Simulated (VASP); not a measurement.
Runs of VASP 6.6.1 on Br. The structure is that of space group P6_3/mmc (No. 194), or close to it. The cells are those of the table. 

| task | cell | cutoff (eV) | gap on the mesh (eV) | pressure (GPa) |
| --- | --- | --- | --- | --- |
| relaxation of cell and atoms | relaxed to 20 GPa from a = 3.330, b = 3.330, c = 5.438 Å, angles 90.0, 90.0, 120.0°, 2 atoms | 600 | none | 20.1 |
| relaxation of cell and atoms | relaxed to 40 GPa from a = 3.330, b = 3.330, c = 5.438 Å, angles 90.0, 90.0, 120.0°, 2 atoms | 600 | none | 39.9 |
| relaxation of cell and atoms | relaxed from a = 3.330, b = 3.330, c = 5.438 Å, angles 90.0, 90.0, 120.0°, 2 atoms | 600 | none | 0.0 |
| single point | a = 2.792, b = 2.792, c = 5.917 Å, angles 90.0, 90.0, 120.0°, 2 atoms | 520 | none | 20.0 |
| relaxation of cell and atoms | relaxed to 60 GPa from a = 3.330, b = 3.330, c = 5.438 Å, angles 90.0, 90.0, 120.0°, 2 atoms | 600 | none | 60.0 |
| single point | a = 3.005, b = 3.005, c = 9.177 Å, angles 90.0, 90.0, 120.0°, 2 atoms | 520 | none | 0.0 |
| single point | a = 2.694, b = 2.694, c = 5.504 Å, angles 90.0, 90.0, 120.0°, 2 atoms | 520 | none | 40.1 |
| single point | a = 2.718, b = 2.718, c = 4.844 Å, angles 90.0, 90.0, 120.0°, 2 atoms | 520 | none | (a) |

Alike in all rows: level PBE; potentials or basis VASP PAW PBE potentials, release 64 (Br); no spin polarisation; k mesh 8 × 8 × 4; smearing fermi-dirac 0.01 eV.

Q: Estimate the missing entries.

A: (a) 60.1.

Caveats: this functional lacks dispersion, which binds the layers, so the pressure and a relaxed spacing across them are unreliable (some runs); the cell is relaxed towards a set pressure, so the enthalpy falls and the energy may rise (some runs).

A k mesh can miss the band edges, and the runs leave out spin-orbit coupling on Br.

A gap of «none» marks levels without a gap at the run's occupations.
